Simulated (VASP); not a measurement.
Input of a VASP 6.6.1 run:

Contents of INCAR:

```
  PREC = Accurate
  ENCUT = 520
  EDIFF = 1E-6
  ISMEAR = 0
  SIGMA = 0.026000000000000002
  LREAL = False
  LASPH = True
  NELM = 60
  ALGO = Fast
  ISIF = 2
  LWAVE = False
  LCHARG = False
  GGA = PE
  NBANDS = 12
```

KPOINTS

```
regular mesh
0
Gamma
  11 11 11
```

POSCAR

```
Ti
1.0
   -1.6410000000      1.6410000000      1.6410000000
    1.6410000000     -1.6410000000      1.6410000000
    1.6410000000      1.6410000000     -1.6410000000
Ti
1
Direct
    0.0000000000      0.0000000000      0.0000000000
```

Potentials or basis: VASP PAW PBE potentials, release 64 (Ti_sv).

Run with:

```sh
$ cat potpaw_PBE.64/Ti_sv/POTCAR > POTCAR
$ mpirun -np 1 vasp_std > vasp.out
```

Problem. Estimate the pressure.

Solution. -3.2 GPa.

Problem. Predict the band gap on the k mesh.

Solution. Zero (band 6 reaches 8.90 eV, above the bottom of band 7 at 7.33 eV).
